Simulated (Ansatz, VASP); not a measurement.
## Pt: VASP beside Ansatz

```xyz
1
Lattice="0.0000 1.9576 1.9576 1.9576 0.0000 1.9576 1.9576 1.9576 0.0000" Properties=species:S:1:pos:R:3 pbc="T T T"
Pt    0.0000    0.0000    0.0000
```

Alike in both runs: task relaxation of cell and atoms; functional PBEsol; k mesh 24 × 24 × 24; occupations gaussian, width 0.1 eV; no spin polarisation.

|  | VASP | Ansatz |
| --- | --- | --- |
| version | VASP 6.6.1 | Ansatz 0.2.0 |
| potentials or method | VASP PAW PBE potentials, release 64 (Pt), cutoff 600 eV | scalar-relativistic, plane waves, PAW |
| valence electrons in the cell | 10 | 18 |

VASP gave:

* gap on the k mesh at the Fermi level, each at its own relaxed structure (eV): none
* relaxed volume (Å³/atom): 15.02
* relaxed cell length with the largest relative difference (Å): 2.769

**Question.** What did Ansatz give for the same quantities?

**Answer.** gap on the k mesh at the Fermi level, each at its own relaxed structure (eV): none; relaxed volume (Å³/atom): 15.04; relaxed cell length with the largest relative difference (Å): 2.771.

VASP's potentials were made for PBE, not for PBEsol. A gap of «none» marks a metal or a gap that the smearing closes. VASP's potentials hold 10 valence electrons a cell and Ansatz's 18, so a difference there can come from the potentials and not from the codes.

Neither program's run includes spin-orbit coupling.
